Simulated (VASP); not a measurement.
# W (Im-3m) in VASP: notebook

The runs below take W through single point, with PBEsol.

All numbers are computed with VASP 6.6.1; they aren't measurements. Logs are shortened: lines on timing, memory, paths and dates and some standing lists are left out, and cuts for length are marked.

## Step 1: The cell of the first run

It takes space group Im-3m (No. 229, cubic). Conventional cell: a = 3.195 Å, b = 3.195 Å, c = 3.195 Å, α = 90.00°, β = 90.00°, γ = 90.00°. W (site symmetry m-3m) has 14 W at 2.77 to 3.19 Å within 3.6 Å.

## Step 2: Single point, PBEsol

Input file INCAR:

```
SYSTEM = W
PREC = Accurate
ENCUT = 520
EDIFF = 1E-6
ISMEAR = 0
SIGMA = 0.15
LREAL = .FALSE.
LASPH = .TRUE.
NELM = 100
ALGO = Normal
ISIF = 2
LWAVE = .FALSE.
LCHARG = .TRUE.
GGA = PS
LELF = .TRUE.
LVHAR = .TRUE.
NBANDS = 13
```

Input file KPOINTS:

```
Automatic mesh
0
G
  20 20 20
  0 0 0
```

Input file POSCAR:

```
W
1.0
   -1.5973000000      1.5973000000      1.5973000000
    1.5973000000     -1.5973000000      1.5973000000
    1.5973000000      1.5973000000     -1.5973000000
W
1
Direct
    0.0000000000      0.0000000000      0.0000000000
```

Potentials or basis: VASP PAW PBE potentials, release 64 (W_sv).

Command:

```sh
cat potpaw_PBE.64/W_sv/POTCAR > POTCAR
mpirun -np 1 vasp_std > vasp.out
```

OUTCAR:

```text
SYSTEM = W
   PREC = Accurate
   ENCUT = 520
   EDIFF = 1E-6
   ISMEAR = 0
   LREAL = .FALSE.
   LASPH = .TRUE.
   NELM = 100
   ISIF = 2
   GGA = PS

 ion  position               nearest neighbor table
   1  0.000  0.000  0.000-

  LATTYP: Found a body centered cubic cell.
 ALAT       =     3.1946000000

  Lattice vectors:

 A1 = (  -1.5973000000,   1.5973000000,   1.5973000000)
 A2 = (   1.5973000000,  -1.5973000000,   1.5973000000)
 A3 = (   1.5973000000,   1.5973000000,  -1.5973000000)

Analysis of symmetry for initial positions (statically):
=====================================================================
 Subroutine PRICEL returns:
 Original cell was already a primitive cell.

 Routine SETGRP: Setting up the symmetry group for a
 body centered cubic supercell.

 Subroutine GETGRP returns: Found 48 space group operations
[... 9 lines left out ...]

 Routine SETGRP: Setting up the symmetry group for a
 body centered cubic supercell.

 Subroutine GETGRP returns: Found 48 space group operations
[... 11 lines left out ...]
                                     Primitive cell

  volume of cell :      16.3012

  direct lattice vectors                    reciprocal lattice vectors
    -1.597300000  1.597300000  1.597300000     0.000000000  0.313028235  0.313028235
     1.597300000 -1.597300000  1.597300000     0.313028235  0.000000000  0.313028235
     1.597300000  1.597300000 -1.597300000     0.313028235  0.313028235  0.000000000

  length of vectors
     2.766604755  2.766604755  2.766604755     0.442688776  0.442688776  0.442688776

  position of ions in fractional coordinates (direct lattice)
     0.000000000  0.000000000  0.000000000

  ion indices of the primitive-cell ions
   primitive index   ion index
                 1           1

----------------------------------------------------------------------------------------

 KPOINTS: Automatic mesh

Automatic generation of k-mesh.
 Grid dimensions read from file:
 generate k-points for:   20   20   20

 Generating k-lattice:

  Cartesian coordinates                     Fractional coordinates (reciprocal lattice)
     0.000000000  0.015651412  0.015651412     0.050000000  0.000000000  0.000000000
     0.015651412  0.000000000  0.015651412     0.000000000  0.050000000  0.000000000
     0.015651412  0.015651412  0.000000000     0.000000000  0.000000000  0.050000000

  Length of vectors
     0.022134439  0.022134439  0.022134439

  Shift w.r.t. Gamma in fractional coordinates (k-lattice)
     0.000000000  0.000000000  0.000000000

 Subroutine IBZKPT returns following result:
 ===========================================

 Found    256 irreducible k-points:

 Following reciprocal coordinates:
            Coordinates               Weight
  0.000000  0.000000  0.000000      1.000000
  0.050000  0.000000  0.000000     12.000000
  0.100000  0.000000  0.000000     12.000000
  0.150000  0.000000  0.000000     12.000000
  0.200000  0.000000  0.000000     12.000000
  0.250000  0.000000  0.000000     12.000000
[... 16 lines left out ...]
  0.200000  0.100000  0.000000     48.000000
  0.250000  0.100000  0.000000     48.000000
 [... further k-points ...]
   k-points           NKPTS =    256   k-points in BZ     NKDIM =    256   number of bands    NBANDS=     13
   number of dos      NEDOS =    301   number of ions     NIONS =      1
   total plane-waves  NPLWV =  13824
   dimension x,y,z NGX =    24 NGY =   24 NGZ =   24
   dimension x,y,z NGXF=    48 NGYF=   48 NGZF=   48
   ions per type =               1
   NGX,Y,Z   is equivalent  to a cutoff of  14.42, 14.42, 14.42 a.u.
   NGXF,Y,Z  is equivalent  to a cutoff of  28.84, 28.84, 28.84 a.u.
 SYSTEM =  W
   PREC   = accura    normal or accurate (medium, high low for compatibility)
   ISTART =      0    job   : 0-new  1-cont  2-samecut
   ICHARG =      2    charge: 1-file 2-atom 10-const
   ISPIN  =      1    spin polarized calculation?
   LNONCOLLINEAR =      F non collinear calculations
   LSORBIT =      F    spin-orbit coupling
   LASPH  =      T    aspherical Exc in radial PAW
   ENCUT  =  520.0 eV  38.22 Ry    6.18 a.u.   5.14  5.14  5.14*2*pi/ulx,y,z
   NELM   =    100;   NELMIN=  2; NELMDL= -5     # of ELM steps
   EDIFF  = 0.1E-05   stopping-criterion for ELM
   LREAL  =      F    real-space projection
   EDIFFG = 0.1E-04   stopping-criterion for IOM
   NSW    =      0    number of steps for IOM
   IBRION =     -1    ionic relax: 0-MD 1-quasi-New 2-CG
   NFREE  =      0    steps in history (QN), initial steepest desc. (CG)
   ISIF   =      2    stress and relaxation
   ISYM   =      2    0-nonsym 1-usesym 2-fastsym
   POTIM  = 0.5000    time-step for ionic-motion
   TEBEG  =    0.0;   TEEND  =   0.0 temperature during run
   PSTRESS=    0.0 pullay stress
   NELECT =      14.0000    total number of electrons
   NUPDOWN=      -1.0000    fix difference up-down
   EMIN   =  10.00;   EMAX   =-10.00  energy-range for DOS
   EFERMI =   0.00;   METHOD = LEGACY
   ISMEAR =     0;   SIGMA  =   0.15  broadening in eV -4-tet -1-fermi 0-gaus
   EFERMI_NEDOS =   21; number of points for ismear=-14 and -15
   IALGO  =     38    algorithm
   IMIX   =      4    mixing-type and parameters
     AMIX     =   0.40;   BMIX     =  1.00
     AMIX_MAG =   1.60;   BMIX_MAG =  1.00
  volume/ion in A,a.u.               =      16.30       110.01
  Fermi-wavevector in a.u.,A,eV,Ry     =   1.556125  2.940649 32.946829  2.421524
  Thomas-Fermi vector in A             =   2.659966
   LORBIT       =      0    0 simple, 1 ext, 2 COOP (PROOUT), +10 PAW based schemes
   GGA     = PS    functional components
   LHFCALC =     F    Hartree Fock is set to
   AEXX    =    0.0000 exact exchange contribution
   IVDW    =     0    specifies the selected vdW correction
   LEPSILON=     F    determine dielectric tensor
   LRPA    =     F    only Hartree local field effects (RPA)
 non-spin polarized calculation
 Gauss-broadening in eV      SIGMA  =   0.15
  energy-cutoff  :      520.00
  volume of cell :       16.30
 maximum number of plane-waves:       466
 NGX is ok and might be reduce to    24

 number of electron      14.0000002 magnetization

 Free energy of the ion-electron system (eV)
  ---------------------------------------------------
  ext. energy  EPLUGINS =         0.00000000
  ---------------------------------------------------
  free energy    TOTEN  =       -13.79073815 eV

  energy without entropy =      -13.78705753  energy(sigma->0) =      -13.78889784

 E-fermi :  10.9115     XC(G=0): -13.6038

 val. band max:       10.8962477389   @ k =  -0.1500   0.2000   0.1000
 cond. band min:      10.9118581926   @ k =  -0.2500   0.3500   0.1500
 fundamental gap:      0.0156104536
 Fermi energy:        10.9115231205

 k-point     1 :       0.0000    0.0000    0.0000
  band No.  band energies     occupation
      1     -63.3134      2.00000
      2     -26.9101      2.00000
      3     -26.9101      2.00000
      4     -26.9101      2.00000
      5       1.3785      2.00000
      6       9.6848      2.00000
      7       9.6848      2.00000
      8       9.6848      2.00000
      9      13.0424      0.00000
     10      13.0424      0.00000
     11      25.3533      0.00000
     12      25.3533      0.00000
     13      25.3533      0.00000

 k-point     2 :       0.0500    0.0000    0.0000
  band No.  band energies     occupation
      1     -63.3105      2.00000
      2     -26.9412      2.00000
      3     -26.9199      2.00000
      4     -26.9102      2.00000
      5       1.4963      2.00000
      6       9.6135      2.00000
      7       9.6697      2.00000
      8       9.7977      2.00000
      9      12.9272      0.00000
     10      13.0433      0.00000
     11      25.4538      0.00000
     12      25.5537      0.00000
     13      25.6394      0.00000

 k-point     3 :       0.1000    0.0000    0.0000
  band No.  band energies     occupation
      1     -63.3022      2.00000
      2     -27.0308      2.00000
      3     -26.9481      2.00000
      4     -26.9106      2.00000
      5       1.8396      2.00000
      6       9.4132      2.00000
      7       9.6063      2.00000
      8      10.1336      2.00000
      9      12.6624      0.00000
     10      13.0505      0.00000
     11      25.7148      0.00000
     12      26.1402      0.00000
     13      26.3926      0.00000

 k-point     4 :       0.1500    0.0000    0.0000
  band No.  band energies     occupation
      1     -63.2891      2.00000
      2     -27.1682      2.00000
      3     -26.9918      2.00000
      4     -26.9112      2.00000
      5       2.3764      2.00000
      6       9.1191      2.00000
      7       9.4589      2.00000
      8      10.6834      1.96849
      9      12.4240      0.00000
     10      13.0754      0.00000
     11      25.9913      0.00000
     12      27.0740      0.00000
     13      27.2929      0.00000

 k-point     5 :       0.2000    0.0000    0.0000
  band No.  band energies     occupation
      1     -63.2726      2.00000
      2     -27.3379      2.00000
      3     -27.0464      2.00000
      4     -26.9120      2.00000
      5       3.0457      2.00000
      6       8.7749      2.00000
      7       9.2400      2.00000
      8      11.4311      0.00000
      9      12.3466      0.00000
     10      13.1313      0.00000
     11      25.9972      0.00000
     12      27.7102      0.00000
     13      28.3046      0.00000
[... 257 lines left out ...]
 k-point    22 :       0.1500    0.1000    0.0000
  band No.  band energies     occupation
      1     -63.2660      2.00000
      2     -27.3940      2.00000
      3     -27.0432      2.00000
      4     -26.9484      2.00000
      5       3.3435      2.00000
      6       8.7710      2.00000
      7       8.9428      2.00000
      8      11.8706      0.00000
      9      12.0900      0.00000
     10      13.3619      0.00000
     11      26.5174      0.00000
     12      27.2780      0.00000
     13      28.3651      0.00000

 k-point    23 :       0.2000    0.1000    0.0000
  band No.  band energies     occupation
      1     -63.2485      2.00000
      2     -27.5560      2.00000
      3     -27.1092      2.00000
      4     -26.9526      2.00000
      5       4.0442      2.00000
      6       8.4278      2.00000
      7       8.7646      2.00000
      8      12.1328      0.00000
      9      12.8422      0.00000
     10      13.5027      0.00000
     11      25.7465      0.00000
     12      27.0372      0.00000
     13      29.1620      0.00000

 k-point    24 :       0.2500    0.1000    0.0000
  band No.  band energies     occupation
      1     -63.2310      2.00000
      2     -27.7135      2.00000
      3     -27.1775      2.00000
      4     -26.9553      2.00000
      5       4.6428      2.00000
      6       8.1142      2.00000
      7       8.7925      2.00000
      8      12.3328      0.00000
      9      13.6221      0.00000
     10      13.9345      0.00000
     11      24.6465      0.00000
     12      26.0237      0.00000
     13      30.3106      0.00000

 [... further k-points ...]

------------------------ aborting loop because EDIFF is reached ----------------------------------------

  FORCE on cell =-STRESS in cart. coord.  units (eV):
  Direction    XX          YY          ZZ          XY          YZ          ZX
  --------------------------------------------------------------------------------------
  -------------------------------------------------------------------------------------
  Total       -1.1167299     -1.1167299     -1.1167299     -0.0000000     -0.0000000      0.0000000
  in kB     -109.7587815   -109.7587815   -109.7587815     -0.0000000     -0.0000000      0.0000000
  external PRESSURE =    -109.7587815 kB  Pullay stress =       0.0000000 kB

 VOLUME and BASIS-vectors are now :
 -----------------------------------------------------------------------------
  energy-cutoff  :      520.00
  volume of cell :       16.30
      direct lattice vectors                 reciprocal lattice vectors
    -1.597300000  1.597300000  1.597300000     0.000000000  0.313028235  0.313028235
     1.597300000 -1.597300000  1.597300000     0.313028235  0.000000000  0.313028235
     1.597300000  1.597300000 -1.597300000     0.313028235  0.313028235  0.000000000

 POSITION                                       TOTAL-FORCE (eV/Angst)
 -----------------------------------------------------------------------------------
      0.00000      0.00000      0.00000         0.000000      0.000000     -0.000000
 -----------------------------------------------------------------------------------
    total drift:                               -0.000000      0.000000      0.000000

  FREE ENERGIE OF THE ION-ELECTRON SYSTEM (eV)
  ---------------------------------------------------
  free  energy   TOTEN  =       -13.7907381540 eV

  energy  without entropy=      -13.7870575267  energy(sigma->0) =      -13.78889784
```

It took 35 s on 1 thread of Intel Xeon Platinum 8259CL at 2.50GHz (Skylake/Cascade Lake), shared host; peak memory 0.18 GiB.

What came out:

```yaml
Free_energy: -13.7907 eV
Pressure: -11.0 GPa
Band_gap_on_the_k_mesh: zero (band 7 reaches 15.85 eV, above the bottom of band 8 at 9.68 eV)
```

Levels at points of the mesh, in eV from the Fermi level:
| k point | band 4 | band 5 | band 6 | band 7 | band 8 | band 9 | band 10 | band 11 |
| --- | --- | --- | --- | --- | --- | --- | --- | --- |
| (0.00, 0.00, 0.00) | -37.82 | -9.53 | -1.23 | -1.23 | -1.23 | 2.13 | 2.13 | 14.44 |
| (0.50, 0.00, 0.00) | -37.83 | -6.15 | -3.48 | 0.57 | 2.01 | 2.96 | 5.88 | 10.58 |
| (0.50, 0.50, 0.50) | -38.65 | -5.67 | -5.67 | 4.94 | 4.94 | 4.94 | 7.99 | 7.99 |

Caveat: the PAW data sets were made with another functional, which shifts forces and pressure a little; spin-orbit coupling is left out, which moves the levels of the heavy elements.

## Step 3: Single point, PBEsol

Input file INCAR:

```
PREC     = Accurate       # precision mode
ENCUT    = 520            # plane-wave cutoff, eV
EDIFF    = 1E-7           # SCF threshold, eV
ISMEAR   = 0              # smearing method
SIGMA    = 0.15           # smearing width, eV
LREAL    = False          # projectors in reciprocal space
LASPH    = True           # aspherical terms in the spheres
NELM     = 80             # most SCF steps
ALGO     = Fast           # electronic algorithm
ISIF     = 2              # what is computed and relaxed
LWAVE    = False          # write WAVECAR
LCHARG   = True           # write CHGCAR
GGA      = PS             # functional
LELF     = True           # ELF
LVHAR    = True         
NBANDS   = 13             # bands
```

Input file KPOINTS:

```
Automatic mesh
0
Gamma
  24 24 24
```

POSCAR is that of step 2.

Potentials or basis: VASP PAW PBE potentials, release 64 (W_sv).

Command:

```sh
cat potpaw_PBE.64/W_sv/POTCAR > POTCAR
mpirun -np 1 vasp_std > vasp.out
```

It took 83 s on 1 thread of Intel Xeon Platinum 8259CL at 2.50GHz (Skylake/Cascade Lake), shared host; peak memory 0.21 GiB.

Results (log left out):

```yaml
Free_energy: -13.7886 eV
Pressure: -10.9 GPa
Band_gap_on_the_k_mesh: zero (band 7 reaches 15.85 eV, above the bottom of band 8 at 9.69 eV)
```

Levels at points of the mesh, in eV from the Fermi level:
```
           k point  band 4  band 5  band 6  band 7  band 8  band 9  band 10  band 11
(0.00, 0.00, 0.00)  -37.81   -9.52   -1.22   -1.22   -1.22    2.14     2.14    14.45
(0.50, 0.00, 0.00)  -37.82   -6.14   -3.47    0.58    2.02    2.97     5.89    10.59
(0.50, 0.50, 0.50)  -38.64   -5.66   -5.66    4.95    4.95    4.95     8.00     8.00
```

Caveat: the PAW data sets were made with another functional, which shifts forces and pressure a little; spin-orbit coupling is left out, which moves the levels of the heavy elements.

## Step 4: Single point, PBEsol

This run uses another cell than the first one: it holds 2 atoms, not 1.

Input file INCAR:

```
PREC = Accurate
ENCUT = 520
EDIFF = 1E-6
ISMEAR = 0
SIGMA = 0.15
LREAL = False
LASPH = True
NELM = 60
ALGO = Fast
ISIF = 2
LWAVE = False
LCHARG = True
GGA = PS
LELF = True
LVHAR = True
NBANDS = 21
```

Input file KPOINTS:

```
Automatic mesh
0
Gamma
  16 16 16
```

Input file POSCAR:

```
W
1.0
    0.0000000000     -3.1946000000      0.0000000000
   -3.1946000000      0.0000000000      0.0000000000
    0.0000000000      0.0000000000     -3.1946000000
W
2
Direct
    0.5000000000      0.5000000000      0.5000000000
    0.0000000000      0.0000000000      0.0000000000
```

Command:

```sh
cat potpaw_PBE.64/W_sv/POTCAR > POTCAR
mpirun -np 1 vasp_std > vasp.out
```

Wall time 47 s (1 thread of Intel Xeon 6975P-C, shared host); peak memory 0.2 GiB.

The run converged. Its results:

```yaml
Free_energy: -27.5728 eV
Pressure: -10.9 GPa
Band_gap_on_the_k_mesh: zero (band 14 reaches 11.48 eV, above the bottom of band 15 at 10.36 eV)
```

Levels at points of the mesh, in eV from the Fermi level:
| k point | band 10 | band 11 | band 12 | band 13 | band 14 | band 15 | band 16 | band 17 | band 18 | band 19 |
| --- | --- | --- | --- | --- | --- | --- | --- | --- | --- | --- |
| (0.00, 0.00, 0.00) | -5.65 | -5.65 | -1.21 | -1.21 | -1.21 | 2.15 | 2.15 | 4.96 | 4.96 | 4.96 |
| (0.50, 0.00, 0.00) | -5.18 | -2.72 | -2.72 | -0.54 | -0.54 | -0.54 | -0.54 | 1.30 | 1.30 | 3.30 |
| (0.50, 0.50, 0.00) | -6.13 | -3.46 | -3.46 | 0.58 | 0.58 | 2.03 | 2.03 | 2.97 | 2.97 | 5.90 |
| (0.50, 0.50, 0.50) | -2.92 | -2.92 | -2.92 | -2.92 | -2.92 | 3.13 | 3.13 | 3.13 | 3.13 | 6.28 |

Caveat: the PAW data sets were made with another functional, which shifts forces and pressure a little; spin-orbit coupling is left out, which moves the levels of the heavy elements.

## Step 5: The runs side by side

| cell | k mesh | gap on the mesh (eV) | pressure (GPa) |
| --- | --- | --- | --- |
| a = 2.767 Å, angles 109.5°, 1 atom | 20 × 20 × 20 | none | -11.0 |
| a = 2.767 Å, angles 109.5°, 1 atom | 24 × 24 × 24 | none | -10.9 |
| a = 3.195 Å, 2 atoms | 16 × 16 × 16 | none | -10.9 |

Alike in all rows: task single point; level PBEsol; potentials or basis VASP PAW PBE potentials, release 64 (W_sv); no spin polarisation; cutoff (eV) 520; smearing gaussian 0.15 eV.

Caveats: the PAW data sets were made with another functional, which shifts forces and pressure a little; spin-orbit coupling is left out, which moves the levels of the heavy elements.

Absolute energies hang on the potentials; compare differences alone.
